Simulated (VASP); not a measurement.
# GaAs (F-43m) in VASP: vibrations by perturbation theory with LDA

Aim: the vibrations by perturbation theory of GaAs with LDA.

Everything below comes from runs of VASP 6.6.1. Logs are shortened: lines on timing, memory, paths and dates and some standing lists are left out, and cuts for length are marked.

## (1) The cell of the first run

The structure is cubic, space group F-43m (No. 216). Conventional cell: a = 5.603 Å, b = 5.603 Å, c = 5.603 Å, α = 90.00°, β = 90.00°, γ = 90.00°. Ga (site symmetry -43m) has 4 As at 2.43 Å within 3.2 Å. Within 3.2 Å of As (site symmetry -43m) lie 4 Ga at 2.43 Å.

## (2) Vibrations by perturbation theory, LDA

The input, INCAR:

```
PREC = Accurate ; ENCUT = 510
EDIFF = 1E-8 ; ISMEAR = 0
SIGMA = 0.01 ; LREAL = F
LASPH = T ; NELM = 120
ALGO = Normal ; ISIF = 2
LWAVE = F ; LCHARG = F
GGA = CA ; NBANDS = 21
IBRION = 8 ; NSW = 1
LEPSILON = T ; GGA_COMPAT = F
```

The input, KPOINTS:

```
Automatic mesh
0
Gamma
  8 8 8
```

The input, POSCAR:

```
GaAs
1.0
    0.0000000000      2.8016907859      2.8016907859
    2.8016907859      0.0000000000      2.8016907859
    2.8016907859      2.8016907859      0.0000000000
Ga As
1 1
Direct
    0.0000000000      0.0000000000      0.0000000000
    0.7500000000      0.7500000000      0.7500000000
```

Potentials or basis: VASP PAW LDA potentials, release 64 (Ga_d, As_d).

The run is started by

```bash
> cat potpaw_LDA.64/Ga_d/POTCAR potpaw_LDA.64/As_d/POTCAR > POTCAR
> mpirun -np 1 vasp_std > vasp.out
```

OUTCAR:

```text
PREC = Accurate
   ENCUT = 510
   EDIFF = 1E-8
   ISMEAR = 0
   LREAL = F
   LASPH = T
   NELM = 120
   ISIF = 2
   GGA = CA
   IBRION = 8
   NSW = 1
   LEPSILON = T

 ion  position               nearest neighbor table
   1  0.000  0.000  0.000-   2 2.43   2 2.43   2 2.43   2 2.43
   2  0.750  0.750  0.750-   1 2.43   1 2.43   1 2.43   1 2.43

  LATTYP: Found a face centered cubic cell.
 ALAT       =     5.6033815718

  Lattice vectors:

 A1 = (   0.0000000000,   2.8016907859,   2.8016907859)
 A2 = (   2.8016907859,   0.0000000000,   2.8016907859)
 A3 = (   2.8016907859,   2.8016907859,   0.0000000000)

Analysis of symmetry for initial positions (statically):
=====================================================================
 Subroutine PRICEL returns:
 Original cell was already a primitive cell.

 Routine SETGRP: Setting up the symmetry group for a
 face centered cubic supercell.

 Subroutine GETGRP returns: Found 24 space group operations
 (whereof 24 operations were pure point group operations)
 out of a pool of 48 trial point group operations.

The static configuration has the point symmetry T_d .

Analysis of symmetry for dynamics (positions and initial velocities):
=====================================================================
 Subroutine PRICEL returns:
 Original cell was already a primitive cell.

 Routine SETGRP: Setting up the symmetry group for a
 face centered cubic supercell.

 Subroutine GETGRP returns: Found 24 space group operations
 (whereof 24 operations were pure point group operations)
 out of a pool of 48 trial point group operations.

The dynamic configuration has the point symmetry T_d .

 Subroutine INISYM returns: Found 24 space group operations
 (whereof 24 operations are pure point group operations),
 and found     1 'primitive' translations

----------------------------------------------------------------------------------------

                                     Primitive cell

  volume of cell :      43.9836

  direct lattice vectors                    reciprocal lattice vectors
     0.000000000  2.801690786  2.801690786    -0.178463663  0.178463663  0.178463663
     2.801690786  0.000000000  2.801690786     0.178463663 -0.178463663  0.178463663
     2.801690786  2.801690786  0.000000000     0.178463663  0.178463663 -0.178463663

  length of vectors
     3.962189107  3.962189107  3.962189107     0.309108131  0.309108131  0.309108131

  position of ions in fractional coordinates (direct lattice)
     0.000000000  0.000000000  0.000000000
     0.750000000  0.750000000  0.750000000

  ion indices of the primitive-cell ions
   primitive index   ion index
                 1           1
                 2           2

----------------------------------------------------------------------------------------

 KPOINTS: Automatic mesh

Automatic generation of k-mesh.
 Grid dimensions read from file:
 generate k-points for:    8    8    8

 Generating k-lattice:

  Cartesian coordinates                     Fractional coordinates (reciprocal lattice)
    -0.022307958  0.022307958  0.022307958     0.125000000  0.000000000  0.000000000
     0.022307958 -0.022307958  0.022307958     0.000000000  0.125000000  0.000000000
     0.022307958  0.022307958 -0.022307958     0.000000000  0.000000000  0.125000000

  Length of vectors
     0.038638516  0.038638516  0.038638516

  Shift w.r.t. Gamma in fractional coordinates (k-lattice)
     0.000000000  0.000000000  0.000000000

 Subroutine IBZKPT returns following result:
 ===========================================

 Found     29 irreducible k-points:

 Following reciprocal coordinates:
            Coordinates               Weight
  0.000000  0.000000  0.000000      1.000000
  0.125000  0.000000  0.000000      8.000000
  0.250000  0.000000  0.000000      8.000000
[... 679 lines left out ...]
  volume of cell :       43.98
      direct lattice vectors                 reciprocal lattice vectors
     0.000000000  2.801690786  2.801690786    -0.178463663  0.178463663  0.178463663
     2.801690786  0.000000000  2.801690786     0.178463663 -0.178463663  0.178463663
     2.801690786  2.801690786  0.000000000     0.178463663  0.178463663 -0.178463663

 POSITION                                       TOTAL-FORCE (eV/Angst)
 -----------------------------------------------------------------------------------
      0.00000      0.00000      0.00000        -0.000000     -0.000000     -0.000000
      4.20254      4.20254      4.20254         0.000000      0.000000      0.000000
 -----------------------------------------------------------------------------------
    total drift:                                0.000001      0.000001      0.000001

  FREE ENERGIE OF THE ION-ELECTRON SYSTEM (eV)
  ---------------------------------------------------
  free  energy   TOTEN  =        -9.6401349688 eV

  energy  without entropy=       -9.6401349688  energy(sigma->0) =       -9.64013497

 HEAD OF MICROSCOPIC STATIC DIELECTRIC TENSOR (INDEPENDENT PARTICLE, excluding Hartree and local field effects)
 ------------------------------------------------------
          30.050726     0.000000     0.000000
          -0.000000    30.050726     0.000000
           0.000000    -0.000000    30.050726
 ------------------------------------------------------

 Free energy of the ion-electron system (eV)
  ---------------------------------------------------
  ---------------------------------------------------
  free energy    TOTEN  =        -3.55065556 eV

  energy without entropy =       -3.55065556

------------------------ aborting loop because EDIFF is reached ----------------------------------------

--------------------------------------- Ionic step        2  -------------------------------------------

------------------------ aborting loop because EDIFF is reached ----------------------------------------

--------------------------------------- Ionic step        3  -------------------------------------------

------------------------ aborting loop because EDIFF is reached ----------------------------------------

 PIEZOELECTRIC TENSOR FIELD DIRECTION 3  (e Angst)
 -----------------------------------------------------------------------------
    -0.00176  3.21532  0.00000           (  0.00000  0.00969  0.00000)
     3.21532 -0.00176  0.00000           (  0.00969  0.00000  0.00000)
     0.00000  0.00000  0.00154           (  0.00000  0.00000 -0.00000)

 PIEZOELECTRIC TENSOR FIELD DIRECTION 3  (C/m^2)
 -----------------------------------------------------------------------------
    -0.00064  1.17123  0.00000
     1.17123 -0.00064  0.00000
     0.00000  0.00000  0.00056

--------------------------------------- Ionic step        4  -------------------------------------------

------------------------ aborting loop because EDIFF is reached ----------------------------------------

[... ionic steps 5 to 6 ...]

--------------------------------------- Ionic step        7  -------------------------------------------

 Free energy of the ion-electron system (eV)
  ---------------------------------------------------
  ---------------------------------------------------
  free energy    TOTEN  =        -0.11604994 eV

  energy without entropy =       -0.11604994

------------------------ aborting loop because EDIFF is reached ----------------------------------------

 INTERNAL STRAIN TENSOR  FOR ION    2  DIRECTION 1   (eV/Angst):
 -----------------------------------------------------------------------------
    -0.01249  0.00000  0.00000
     0.00000  0.00859  6.78990
     0.00000  6.78990  0.00859

 MACROSCOPIC STATIC DIELECTRIC TENSOR (including local field effects in DFT)
 ------------------------------------------------------
          29.284936     0.000000    -0.000000
           0.000000    29.284936     0.000000
          -0.000000     0.000000    29.284936
 ------------------------------------------------------

 PIEZOELECTRIC TENSOR (including local field effects)  for field in x, y, z        (e  Angst)
          XX          YY          ZZ          XY          YZ          ZX
  --------------------------------------------------------------------------------
  x    -0.00000    -0.00000     0.00000     0.00000     3.22653     0.00000
  y     0.00000     0.00000     0.00000     0.00000     0.00000     3.22653
  z    -0.00000    -0.00000     0.00000     3.22653     0.00000     0.00000

 PIEZOELECTRIC TENSOR (including local field effects)  for field in x, y, z        (C/m^2)
          XX          YY          ZZ          XY          YZ          ZX
  --------------------------------------------------------------------------------
  x    -0.00000    -0.00000     0.00000     0.00000     1.17532     0.00000
  y     0.00000     0.00000     0.00000     0.00000     0.00000     1.17532
  z    -0.00000    -0.00000     0.00000     1.17532     0.00000     0.00000

 BORN EFFECTIVE CHARGES (including local field effects) (in |e|, cummulative output)
 ---------------------------------------------------------------------------------
 ion    1
    1     2.24412    -0.00000     0.00000
    2     0.00000     2.24412    -0.00000
    3     0.00000     0.00000     2.24412
 ion    2
    1    -2.24412     0.00000    -0.00000
    2    -0.00000    -2.24412     0.00000
    3    -0.00000    -0.00000    -2.24412

 INTERNAL STRAIN TENSOR FOR ION    2 for displacements in x,y,z  (eV/Angst):
          X           Y           Z          XY          YZ          ZX
  --------------------------------------------------------------------------------
  x    -0.00000     0.00000     0.00000     0.00000     6.78990     0.00000
  y     0.00000    -0.00000     0.00000     0.00000     0.00000     6.78990
  z     0.00000     0.00000    -0.00000     6.78990     0.00000     0.00000

 SECOND DERIVATIVES (NOT SYMMETRIZED)
 ------------------------------------
               1X          1Y          1Z          2X          2Y          2Z
  1X    -9.743961    0.000000    0.000000    9.743961    0.000000    0.000000
  1Y     0.000000   -9.743961    0.000000    0.000000    9.743961    0.000000
  1Z     0.000000    0.000000   -9.743961    0.000000    0.000000    9.743961
  2X    10.033183    0.000000    0.000000  -10.033183    0.000000    0.000000
  2Y     0.000000   10.033183    0.000000    0.000000  -10.033183    0.000000
  2Z     0.000000    0.000000   10.033183    0.000000    0.000000  -10.033183

 Eigenvectors and eigenvalues of the dynamical matrix
 ----------------------------------------------------

   1 f  =    8.178505 THz    51.387065 2PiTHz  272.805577 cm-1    33.823565 meV
             X         Y         Z           dx          dy          dz
      0.000000  0.000000  0.000000     0.000000    0.714608    0.000000
      4.202536  4.202536  4.202536     0.000000   -0.699526    0.000000
[... 21 lines left out ...]
   6 f/i=    0.059791 THz     0.375678 2PiTHz    1.994416 cm-1     0.247276 meV
             X         Y         Z           dx          dy          dz
      0.000000  0.000000  0.000000     0.000000    0.000000   -0.699526
      4.202536  4.202536  4.202536     0.000000    0.000000   -0.714608

--------------------------------------------------------------------------------------------------------

 MACROSCOPIC STATIC DIELECTRIC TENSOR IONIC CONTRIBUTION
 ------------------------------------------------------
           2.095016     0.000000     0.000000
           0.000000     2.095016     0.000000
           0.000000     0.000000     2.095016
 ------------------------------------------------------

 ELASTIC MODULI CONTR FROM IONIC RELAXATION (kBar)
 Direction    XX          YY          ZZ          XY          YZ          ZX
 --------------------------------------------------------------------------------
 XX          -0.0000     -0.0000      0.0000     -0.0000      0.0000      0.0000
 YY          -0.0000     -0.0000     -0.0000     -0.0000     -0.0000      0.0000
 ZZ           0.0000     -0.0000     -0.0000      0.0000     -0.0000      0.0000
 XY          -0.0000     -0.0000      0.0000   -166.4693      0.0000      0.0000
 YZ           0.0000     -0.0000     -0.0000      0.0000   -166.4693      0.0000
 ZX           0.0000      0.0000      0.0000      0.0000      0.0000   -166.4693
 --------------------------------------------------------------------------------

 PIEZOELECTRIC TENSOR IONIC CONTR  for field in x, y, z        (C/m^2)
          XX          YY          ZZ          XY          YZ          ZX
  --------------------------------------------------------------------------------
  x     0.00000    -0.00000    -0.00000    -0.00000    -0.55569     0.00000
  y     0.00000     0.00000     0.00000     0.00000    -0.00000    -0.55569
  z    -0.00000    -0.00000     0.00000    -0.55569    -0.00000    -0.00000
```

Run time: 12 min. Hardware: 1 thread of Intel Xeon Platinum 8375C at 2.90GHz (Ice Lake), shared host; peak memory 0.33 GiB.

Results:

| Item | Value |
| --- | --- |
| Electronic dielectric tensor (diagonal) | 29.28 |
| Born charges (mean of the diagonal) | Ga +2.24; As -2.24 e |
| Highest phonon frequency at Γ, LO-TO splitting left out | 273 cm⁻¹ |

Phonon frequencies in cm⁻¹ (negative: imaginary):
```
              q point           frequencies
(0.000, 0.000, 0.000)  -2 -2 -2 273 273 273
```

Electronic dielectric tensor:
```
29.28  0.00  0.00
 0.00 29.28  0.00
 0.00  0.00 29.28
```

Born effective charge tensors (e):
atom 1, Ga
```
2.24 0.00 0.00
0.00 2.24 0.00
0.00 0.00 2.24
```
atom 2, As
```
-2.24  0.00  0.00
 0.00 -2.24  0.00
 0.00  0.00 -2.24
```
